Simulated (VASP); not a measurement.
Wanted: the native input for a VASP 6.6.1 run.

| Property | Result |
| --- | --- |
| Task | single point |
| Functional | LDA |
| Potentials or basis | VASP PAW LDA potentials, release 64 (Y_sv, Tl_d) |
| Cutoff | 520 eV |
| k mesh | 11 × 11 × 11 |
| Occupations | fermi-dirac, width 0.08 eV |
| Spin | no spin polarisation |
| Dipole correction | no |
| Further INCAR settings | ALGO = Normal; EDIFF = 1e-06; NBANDS = 19 |

The structure of YTl lies in POSCAR:

```
YTl
1.0
    3.8260200000      0.0000000000      0.0000000000
    0.0000000000      3.8260200000      0.0000000000
    0.0000000000      0.0000000000      3.7510000000
Y Tl
1 1
Direct
    0.5000000000      0.5000000000      0.5000000000
    0.0000000000      0.0000000000      0.0000000000
```

This cell differs from its parent crystal: equal xx and yy strain of +2 %.

These files were run (other wordings do the same):

INCAR

```
  PREC = Accurate
  ENCUT = 520
  EDIFF = 1E-6
  ISMEAR = -1
  SIGMA = 0.08
  LREAL = F
  LASPH = T
  NELM = 100
  ALGO = Normal
  ISIF = 2
  LWAVE = F
  LCHARG = F
  GGA = CA
  NBANDS = 19
```

KPOINTS

```
Automatic mesh
0
Gamma
  11 11 11
```

Potentials or basis: VASP PAW LDA potentials, release 64 (Y_sv, Tl_d).

The run is started by

```bash
$ cat potpaw_LDA.64/Y_sv/POTCAR potpaw_LDA.64/Tl_d/POTCAR > POTCAR
$ mpirun -np 1 vasp_std > vasp.out
```

Results of the run:

```
Pressure               : -4.9 GPa
Band gap on the k mesh : zero (bands 12 and 13 overlap by 2.13 eV)
```

Caveat: the cell differs from its parent crystal (equal xx and yy strain of +2 %); the cell stands under tension; spin-orbit coupling is left out, which moves the levels of the heavy elements.

Wall time 39 s on 1 thread of Intel(R) Xeon(R) 6975P-C (Granite Rapids), on a shared host, peak memory 0.27 GiB.
